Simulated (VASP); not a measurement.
Wanted: the native input for a VASP 6.6.1 run.

```
Task                   : single point
Functional             : PBE
Potentials or basis    : VASP PAW PBE potentials, release 64 (Zn, S)
Cutoff                 : 520 eV
k mesh                 : 12 × 12 × 4
Occupations            : gaussian, width 0.05 eV
Spin                   : no spin polarisation
Dipole correction      : no
Further INCAR settings : ALGO = Normal; EDIFF = 1e-06; NBANDS = 26
```

The structure of ZnS lies in POSCAR:

```
ZnS
1.0
    3.8454929889      0.0000000000      0.0000000000
   -1.9227464944      3.3302946184      0.0000000000
    0.0000000000      0.0000000000      6.2107533051
Zn S
2 2
Direct
    0.3333333333      0.6666666667      0.0052197899
    0.6666666667      0.3333333333      0.5052197899
    0.3333333333      0.6666666667      0.3797802101
    0.6666666667      0.3333333333      0.8797802101
```

This cell differs from its parent crystal: strain -0.0150 x Voigt [0, 0, 1, 0, 0, 0].

These files were run (other wordings do the same):

INCAR

```
SYSTEM = ZnS
PREC = Accurate
ENCUT = 520
EDIFF = 1E-6
ISMEAR = 0
SIGMA = 0.05
LREAL = .FALSE.
LASPH = .TRUE.
NELM = 60
ALGO = Normal
ISIF = 2
LWAVE = .FALSE.
LCHARG = .FALSE.
GGA = PE
NBANDS = 26
```

KPOINTS

```
regular mesh
0
G
  12 12 4
  0 0 0
```

Potentials or basis: VASP PAW PBE potentials, release 64 (Zn, S).

Launch:

```sh
$ cat potpaw_PBE.64/Zn/POTCAR potpaw_PBE.64/S/POTCAR > POTCAR
$ mpirun -np 1 vasp_std > vasp.out
```

It gave:

```
Pressure               : 1.3 GPa
Largest force          : 0.097 eV/Å
Band gap on the k mesh : 2.18 eV, direct
```

Caveat: the cell differs from its parent crystal (strain -0.0150 x Voigt [0, 0, 1, 0, 0, 0]).

Wall time 100 s on 1 thread of AMD EPYC 7R43 64-Core Processor (Zen 3), on a shared host, peak memory 0.23 GiB.
